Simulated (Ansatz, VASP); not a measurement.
## One calculation of ZrN, two programs

The input INCAR:

```
SYSTEM = ZrN
PREC = Accurate
ENCUT = 600
EDIFF = 1E-6
ISMEAR = 0
SIGMA = 0.05
LREAL = .False.
LASPH = .True.
NELM = 120
ALGO = Normal
ISIF = 2
LWAVE = .False.
LCHARG = .False.
GGA = PE
IVDW = 12
NBANDS = 16
GGA_COMPAT = .False.
```

Contents of KPOINTS:

```
Automatic mesh
0
Gamma
  8 8 8
  0 0 0
```

File POSCAR:

```
ZrN
1.0
    0.0000000000      2.2842273067      2.2842273067
    2.2842273067      0.0000000000      2.2842273067
    2.2842273067      2.2842273067      0.0000000000
Zr N
1 1
Direct
    0.5000000000      0.5000000000      0.5000000000
    0.0000000000      0.0000000000      0.0000000000
```

Input for Ansatz:

```yaml
crystal:
  lattice:
    - [0.0, 2.2842273067, 2.2842273067]
    - [2.2842273067, 0.0, 2.2842273067]
    - [2.2842273067, 2.2842273067, 0.0]
  atoms:
    - { symbol: Zr, position: [0.5, 0.5, 0.5] }
    - { symbol: "N", position: [0.0, 0.0, 0.0] }
basis:
  ecutwfc: 420
  ecutrho_ratio: 4
kpoints:
  mp_grid: { grid: [8, 8, 8] }
hamiltonian:
  xc: pbe
  dispersion: d3bj
scf:
  occupations: { method: gaussian, width: 0.05 }
output:
  forces: true
  stress: true
  eigenvalues: true
```

Alike in both runs: task single point; functional PBE; dispersion D3(BJ); k mesh 8 × 8 × 8; occupations gaussian, width 0.05 eV; no spin polarisation.

|  | VASP | Ansatz |
| --- | --- | --- |
| version | VASP 6.6.1 | Ansatz 0.2.0 |
| potentials or method | VASP PAW PBE potentials, release 64 (Zr_sv, N), cutoff 600 eV | scalar-relativistic, plane waves, PAW |
| valence electrons in the cell | 17 | 17 |

Ansatz gave:

```
gap on the k mesh at the Fermi level (eV) : none
pressure (GPa)                            : -1.4
```

Question: Which values does VASP return?

Answer: gap on the k mesh at the Fermi level (eV): none; pressure (GPa): -1.2.

A gap of «none» marks a metal or a gap that the smearing closes.
